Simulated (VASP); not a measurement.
## Sc: single point with PBE

Sc:

```
CELL_PARAMETERS angstrom
3.31928 0.00000 0.00000
-1.65964 2.87458 0.00000
0.00000 0.00000 5.17252
ATOMIC_POSITIONS crystal
Sc 0.66667 0.33333 0.75000
Sc 0.33333 0.66667 0.25000
```

- Program: VASP 6.6.1
- Task: single point
- Functional: PBE
- Potentials or basis: VASP PAW PBE potentials, release 64 (Sc_sv)
- Cutoff: 520 eV
- k mesh: 9 × 9 × 5
- Occupations: fermi-dirac, width 0.05 eV
- Spin: no spin polarisation
- Dipole correction: no
- Further INCAR settings: ALGO = Normal; EDIFF = 1e-06; NBANDS = 18

| Property | Result |
| --- | --- |
| Pressure | 0.0 GPa |
| Band gap on the k mesh | zero (bands 11 and 12 overlap by 1.24 eV) |

Levels at points of the mesh, in eV from the Fermi level:
| k point | band 9 | band 10 | band 11 | band 12 | band 13 | band 14 |
| --- | --- | --- | --- | --- | --- | --- |
| (0.00, 0.00, 0.00) | -5.13 | -1.64 | 0.60 | 1.59 | 1.59 | 1.84 |

It took 36 s on 1 thread of Intel Xeon 8259CL, with other jobs on the host, peak memory 0.19 GiB.
